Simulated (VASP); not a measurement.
# Cd3Te2Se (I-4m2) in VASP: further runs, part 2 of 2

VASP 6.6.1. Earlier steps stand in the parts before.

## (3) Single point, PBEsol

The input, INCAR:

```
PREC     = Accurate       # precision mode
ENCUT    = 520            # plane-wave cutoff, eV
EDIFF    = 1E-7           # SCF threshold, eV
ISMEAR   = 0              # smearing method
SIGMA    = 0.02           # smearing width, eV
LREAL    = False          # projectors in reciprocal space
LASPH    = True           # aspherical terms in the spheres
NELM     = 60             # most SCF steps
ALGO     = Normal         # electronic algorithm
ISIF     = 2              # what is computed and relaxed
LWAVE    = False          # write WAVECAR
LCHARG   = False          # write CHGCAR
GGA      = PS             # functional
NBANDS   = 36             # bands
```

The input, KPOINTS:

```
regular mesh
0
Gamma
  12 12 12
```

The input, POSCAR:

```
Cd3Te2Se
1.0
   -2.2918492927      2.2918492927      9.6949643425
    2.2918492927     -2.2918492927      9.6949643425
    2.2918492927      2.2918492927     -9.6949643425
Cd Te Se
3 2 1
Direct
    0.8255767831      0.8255767831      0.0000000000
    0.5000000000      0.5000000000      0.0000000000
    0.1744232169      0.1744232169      0.0000000000
    0.4126646325      0.9126646325      0.5000000000
    0.0873353675      0.5873353675      0.5000000000
    0.7500000000      0.2500000000      0.5000000000
```

Potentials or basis: VASP PAW PBE potentials, release 64 (Cd, Te, Se).

Command:

```bash
$ cat potpaw_PBE.64/Cd/POTCAR potpaw_PBE.64/Te/POTCAR potpaw_PBE.64/Se/POTCAR > POTCAR
$ mpirun -np 1 vasp_std > vasp.out
```

OUTCAR:

```text
PREC = Accurate
   ENCUT = 520
   EDIFF = 1E-7
   ISMEAR = 0
   LREAL = False
   LASPH = True
   NELM = 60
   ISIF = 2
   GGA = PS

 ion  position               nearest neighbor table
   1  0.826  0.826  0.000-   6 2.72   6 2.72   4 2.85   4 2.85
   2  0.500  0.500  0.000-   5 2.85   4 2.85   5 2.85   4 2.85
   3  0.174  0.174  0.000-   6 2.72   6 2.72   5 2.85   5 2.85
   4  0.413  0.913  0.500-   1 2.85   1 2.85   2 2.85   2 2.85
   5  0.087  0.587  0.500-   3 2.85   3 2.85   2 2.85   2 2.85
   6  0.750  0.250  0.500-   1 2.72   3 2.72   1 2.72   3 2.72

  LATTYP: Found a body centered tetragonal cell.
 ALAT       =     4.5836985854
 C/A-ratio  =     4.2301927851

  Lattice vectors:

 A1 = (  -2.2918492927,   2.2918492927,   9.6949643425)
 A2 = (   2.2918492927,  -2.2918492927,   9.6949643425)
 A3 = (   2.2918492927,   2.2918492927,  -9.6949643425)

Analysis of symmetry for initial positions (statically):
=====================================================================
 Subroutine PRICEL returns:
 Original cell was already a primitive cell.

 Routine SETGRP: Setting up the symmetry group for a
 body centered tetragonal supercell.

 Subroutine GETGRP returns: Found  8 space group operations
 (whereof  8 operations were pure point group operations)
 out of a pool of 16 trial point group operations.

The static configuration has the point symmetry D_2d.

Analysis of symmetry for dynamics (positions and initial velocities):
=====================================================================
 Subroutine PRICEL returns:
 Original cell was already a primitive cell.

 Routine SETGRP: Setting up the symmetry group for a
 body centered tetragonal supercell.

 Subroutine GETGRP returns: Found  8 space group operations
 (whereof  8 operations were pure point group operations)
 out of a pool of 16 trial point group operations.

The dynamic configuration has the point symmetry D_2d.

 Subroutine INISYM returns: Found  8 space group operations
 (whereof  8 operations are pure point group operations),
 and found     1 'primitive' translations

----------------------------------------------------------------------------------------

                                     Primitive cell

  volume of cell :     203.6940

  direct lattice vectors                    reciprocal lattice vectors
    -2.291849293  2.291849293  9.694964343     0.000000000  0.218164432  0.051573165
     2.291849293 -2.291849293  9.694964343     0.218164432  0.000000000  0.051573165
     2.291849293  2.291849293 -9.694964343     0.218164432  0.218164432  0.000000000

  length of vectors
    10.222400890 10.222400890 10.222400890     0.224177410  0.224177410  0.308531099

  position of ions in fractional coordinates (direct lattice)
     0.825576783  0.825576783  0.000000000
     0.500000000  0.500000000  0.000000000
     0.174423217  0.174423217  0.000000000
     0.412664632  0.912664632  0.500000000
     0.087335368  0.587335368  0.500000000
     0.750000000  0.250000000  0.500000000

  ion indices of the primitive-cell ions
   primitive index   ion index
                 1           1
                 2           2
                 3           3
                 4           4
                 5           5
[... 30 lines left out ...]
  0.000000  0.000000  0.000000      1.000000
  0.083333  0.000000 -0.000000      8.000000
  0.166667  0.000000  0.000000      8.000000
  0.250000  0.000000  0.000000      8.000000
  0.333333  0.000000  0.000000      8.000000
  0.416667  0.000000  0.000000      8.000000
[... 16 lines left out ...]
  0.500000  0.166667  0.000000     16.000000
 -0.416667  0.166667 -0.000000     16.000000
 [... further k-points ...]
   k-points           NKPTS =    163   k-points in BZ     NKDIM =    163   number of bands    NBANDS=     36
   number of dos      NEDOS =    301   number of ions     NIONS =      6
   total plane-waves  NPLWV = 512000
   dimension x,y,z NGX =    80 NGY =   80 NGZ =   80
   dimension x,y,z NGXF=   160 NGYF=  160 NGZF=  160
   ions per type =               3   2   1
   NGX,Y,Z   is equivalent  to a cutoff of  13.01, 13.01, 13.01 a.u.
   NGXF,Y,Z  is equivalent  to a cutoff of  26.02, 26.02, 26.02 a.u.
 SYSTEM =  unknown system
   PREC   = accura    normal or accurate (medium, high low for compatibility)
   ISTART =      0    job   : 0-new  1-cont  2-samecut
   ICHARG =      2    charge: 1-file 2-atom 10-const
   ISPIN  =      1    spin polarized calculation?
   LNONCOLLINEAR =      F non collinear calculations
   LSORBIT =      F    spin-orbit coupling
   LASPH  =      T    aspherical Exc in radial PAW
   ENCUT  =  520.0 eV  38.22 Ry    6.18 a.u.  19.01 19.01 19.01*2*pi/ulx,y,z
   NELM   =     60;   NELMIN=  2; NELMDL= -5     # of ELM steps
   EDIFF  = 0.1E-06   stopping-criterion for ELM
   LREAL  =      F    real-space projection
   EDIFFG = 0.1E-05   stopping-criterion for IOM
   NSW    =      0    number of steps for IOM
   IBRION =     -1    ionic relax: 0-MD 1-quasi-New 2-CG
   NFREE  =      0    steps in history (QN), initial steepest desc. (CG)
   ISIF   =      2    stress and relaxation
   ISYM   =      2    0-nonsym 1-usesym 2-fastsym
   POTIM  = 0.5000    time-step for ionic-motion
   TEBEG  =    0.0;   TEEND  =   0.0 temperature during run
   PSTRESS=    0.0 pullay stress
   NELECT =      54.0000    total number of electrons
   NUPDOWN=      -1.0000    fix difference up-down
   EMIN   =  10.00;   EMAX   =-10.00  energy-range for DOS
   EFERMI =   0.00;   METHOD = LEGACY
   ISMEAR =     0;   SIGMA  =   0.02  broadening in eV -4-tet -1-fermi 0-gaus
   EFERMI_NEDOS =   21; number of points for ismear=-14 and -15
   IALGO  =     38    algorithm
   IMIX   =      4    mixing-type and parameters
     AMIX     =   0.40;   BMIX     =  1.00
     AMIX_MAG =   1.60;   BMIX_MAG =  1.00
  volume/ion in A,a.u.               =      33.95       229.10
  Fermi-wavevector in a.u.,A,eV,Ry     =   1.051671  1.987370 15.048211  1.106012
  Thomas-Fermi vector in A             =   2.186724
   LORBIT       =      0    0 simple, 1 ext, 2 COOP (PROOUT), +10 PAW based schemes
   GGA     = PS    functional components
   LHFCALC =     F    Hartree Fock is set to
   AEXX    =    0.0000 exact exchange contribution
   IVDW    =     0    specifies the selected vdW correction
   LEPSILON=     F    determine dielectric tensor
   LRPA    =     F    only Hartree local field effects (RPA)
 non-spin polarized calculation
 Gauss-broadening in eV      SIGMA  =   0.02
  energy-cutoff  :      520.00
  volume of cell :      203.69
 maximum number of plane-waves:      5522
 NGX is ok and might be reduce to    80
   NGX = 39   NGY = 39   NGZ = 39

 number of electron      53.9999998 magnetization

 Free energy of the ion-electron system (eV)
  ---------------------------------------------------
  ext. energy  EPLUGINS =         0.00000000
  ---------------------------------------------------
  free energy    TOTEN  =       -17.02600892 eV

  energy without entropy =      -17.02600892  energy(sigma->0) =      -17.02600892

 E-fermi :   1.4603     XC(G=0):  -8.6257

 val. band max:        1.3569440019   @ k =   0.0000   0.0000   0.0000
 cond. band min:       1.7036364943   @ k =   0.0000   0.0000   0.0000
 fundamental gap:      0.3466924924
 Fermi energy:         1.4603425089

 k-point     1 :       0.0000    0.0000    0.0000
  band No.  band energies     occupation
      1     -10.9355      2.00000
      2      -9.3839      2.00000
      3      -9.1613      2.00000
      4      -6.6543      2.00000
      5      -6.6543      2.00000
      6      -6.6500      2.00000
[... 925 lines left out ...]
     35       7.3490      0.00000
     36       7.4282      0.00000

 [... further k-points ...]

------------------------ aborting loop because EDIFF is reached ----------------------------------------

  FORCE on cell =-STRESS in cart. coord.  units (eV):
  Direction    XX          YY          ZZ          XY          YZ          ZX
  --------------------------------------------------------------------------------------
  -------------------------------------------------------------------------------------
  Total       -2.6202064     -2.6202064     -2.6350307      0.0000000      0.0000000     -0.0000000
  in kB      -20.6095151    -20.6095151    -20.7261171      0.0000000      0.0000000     -0.0000000
  external PRESSURE =     -20.6483824 kB  Pullay stress =       0.0000000 kB

 VOLUME and BASIS-vectors are now :
 -----------------------------------------------------------------------------
  energy-cutoff  :      520.00
  volume of cell :      203.69
      direct lattice vectors                 reciprocal lattice vectors
    -2.291849293  2.291849293  9.694964343     0.000000000  0.218164432  0.051573165
     2.291849293 -2.291849293  9.694964343     0.218164432  0.000000000  0.051573165
     2.291849293  2.291849293 -9.694964343     0.218164432  0.218164432  0.000000000

 POSITION                                       TOTAL-FORCE (eV/Angst)
 -----------------------------------------------------------------------------------
      0.00000      0.00000     16.00787        -0.000000      0.000000      0.014036
      0.00000      0.00000      9.69496         0.000000     -0.000000      0.000000
      0.00000      0.00000      3.38205        -0.000000      0.000000     -0.014036
      2.29185     -0.00000      8.00154        -0.000000     -0.000000      0.004939
      2.29185      0.00000      1.69343         0.000000      0.000000     -0.004939
      0.00000      2.29185      4.84748         0.000000     -0.000000      0.000000
 -----------------------------------------------------------------------------------
    total drift:                               -0.000001      0.000001     -0.000000

  FREE ENERGIE OF THE ION-ELECTRON SYSTEM (eV)
  ---------------------------------------------------
  free  energy   TOTEN  =       -17.0260089190 eV

  energy  without entropy=      -17.0260089190  energy(sigma->0) =      -17.02600892
```

It took 2.9 h on 1 thread of Oxide Virtual Turin-like, shared host; peak memory 1.6 GiB.

What came out:

```yaml
Free_energy: -17.0260 eV
Pressure: -2.1 GPa
Largest_force: 0.014 eV/Å
Band_gap_on_the_k_mesh: 0.35 eV
```

Forces on the atoms (eV/Å):
```
Cd   0.000  0.000  0.014
Cd   0.000  0.000  0.000
Cd   0.000  0.000 -0.014
Te   0.000  0.000  0.005
Te   0.000  0.000 -0.005
Se   0.000  0.000  0.000
```

Caveat: semilocal functionals underestimate gaps, and a narrow one can read as zero; the PAW data sets were made with another functional, which shifts forces and pressure a little; spin-orbit coupling is left out, which moves the levels of the heavy elements. A k mesh can miss the band edges.
